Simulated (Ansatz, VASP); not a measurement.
**W: VASP beside Ansatz**

```
CELL_PARAMETERS angstrom
0.04060 2.05030 2.05030
2.05030 0.04060 2.05030
2.05030 2.05030 0.04060
ATOMIC_POSITIONS crystal
W 0.00000 0.00000 0.00000
```

Change from the starting cell: equal xy, yz and zx shear strains of +2 %, PAW files.

Alike in both runs: task electric field gradients; functional PBEsol; k mesh 14 × 14 × 14; occupations fermi-dirac, width 0.05 eV; no spin polarisation.

```csv
,VASP,Ansatz
version,VASP 6.6.1,Ansatz 0.2.0
potentials or method,"VASP PAW PBE potentials, release 64 (W_sv)","PAW with Ansatz's default frozen-core files, scalar-relativistic"
plane-wave cutoff (eV),520,420
valence electrons in the cell,14,14
```

```csv
,VASP,Ansatz,Ansatz less VASP
pressure (GPa),-11.8,-12.3,-0.45
"traceless stress, the component that is largest in VASP (GPa)",1.59,1.58,-0.008
size of Vzz on the site where it differs most (V/Å²),14.9,21.9,+6.99
```

VASP's potentials were made for PBE, not for PBEsol.

Neither program's run includes spin-orbit coupling.
